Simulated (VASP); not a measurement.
Here is a VASP 6.6.1 calculation.

INCAR

```
SYSTEM = C
  PREC = Accurate
  ENCUT = 520
  EDIFF = 1E-6
  ISMEAR = -1
  SIGMA = 0.15
  LREAL = .FALSE.
  LASPH = .TRUE.
  NELM = 80
  ALGO = Normal
  ISIF = 2
  LWAVE = .FALSE.
  LCHARG = .FALSE.
  GGA = CA
  NBANDS = 16
```

Contents of KPOINTS:

```
Automatic mesh
0
G
  18 18 6
  0 0 0
```

POSCAR

```
C
1.0
    2.4449448891      0.0000000000      0.0000000000
   -1.2224724445      2.1173843848      0.0000000000
    0.0000000000      0.0000000000      6.6456227402
C
4
Direct
    0.0000000000      0.0000000000      0.0025000000
    0.0000000000      0.0000000000      0.5025000000
    0.3333333333      0.6666666667      0.0025000000
    0.6666666667      0.3333333333      0.5025000000
```

Potentials or basis: VASP PAW LDA potentials, release 64 (C).

Command:

```bash
$ cat potpaw_LDA.64/C/POTCAR > POTCAR
$ mpirun -np 1 vasp_std > vasp.out
```

What does it give for the pressure?

0.8 GPa.

Estimate the band gap on the k mesh.

zero (band 8 reaches 4.79 eV, above the bottom of band 9 at 4.75 eV).

Stress tensor (GPa, compression positive):
```
 1.28  0.00  0.00
 0.00  1.28  0.00
 0.00  0.00 -0.13
```
